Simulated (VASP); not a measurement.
Runs of VASP 6.6.1 on ScW3. The structure is that of space group Fm-3m (No. 225), or close to it. The cells are those of the table. The cell was built from a structure type or drawn by symmetry, and may not be a known phase.

```csv
task,cell,k mesh,cutoff (eV),gap on the mesh (eV),pressure (GPa),relaxed volume (Å³/atom)
relaxation of cell and atoms,"relaxed from a = 4.567 Å, angles 60.0°, 4 atoms",12 × 12 × 12,600,none,0.0,16.85
relaxation of cell and atoms,"relaxed from a = 4.635 Å, angles 60.0°, 4 atoms",4 × 4 × 4,600,none,-0.2,17.00
single point,"a = 4.635 Å, angles 60.0°, 4 atoms",4 × 4 × 4,520,none,(a),-
single point,"a = 4.565 Å, angles 60.0°, 4 atoms",12 × 12 × 12,520,none,0.4,-
single point,"a = 4.576 Å, angles 60.0°, 4 atoms",4 × 4 × 4,520,none,0.4,-
relaxation of cell and atoms,"relaxed from a = 4.576 Å, angles 60.0°, 4 atoms",6 × 6 × 6,600,none,0.0,16.87
single point,"a = 4.567 Å, angles 60.0°, 4 atoms",6 × 6 × 6,520,none,0.4,-
```

Alike in all rows: level PBE; potentials or basis VASP PAW PBE potentials, release 64 (Sc_sv, W_sv); no spin polarisation; smearing gaussian 0.1 eV.

Q: Fill in the values left out.

A: (a) -7.4.

Caveats: some runs use coarse meshes; spin-orbit coupling is left out, which moves the levels of the heavy elements.

A k mesh can miss the band edges, and the runs leave out spin-orbit coupling on W.

A gap of «none» marks levels without a gap at the run's occupations.
